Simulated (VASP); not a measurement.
**Al: single point with r2SCAN**

The system is Al.

```xyz
1
Lattice="0.0000 2.0195 2.0195 2.0195 0.0000 2.0195 2.0195 2.0195 0.0000" Properties=species:S:1:pos:R:3 pbc="T T T"
Al    0.0000    0.0000    0.0000
```

```json
{
 "Program": "VASP 6.6.1",
 "Task": "single point",
 "Functional": "r2SCAN",
 "Potentials or basis": "VASP PAW PBE potentials, release 64 (Al)",
 "Cutoff": "550 eV",
 "k mesh": "9 × 9 × 9",
 "Occupations": "fermi-dirac, width 0.1 eV",
 "Spin": "no spin polarisation"
}
```

```json
{
  "Pressure": "-3.0 GPa"
}
```

Levels at points of the mesh, in eV from the Fermi level:
```tsv
k point	band 1	band 2	band 3	band 4	band 5	band 6
(0.00, 0.00, 0.00)	-11.84	13.34	13.34	13.34	15.25	15.25
```

Wall time 23 s on 1 thread of Intel Xeon 8259CL, on a shared host, peak memory 0.14 GiB.

Caveat: the PAW data sets were made with another functional, which shifts forces and pressure a little.
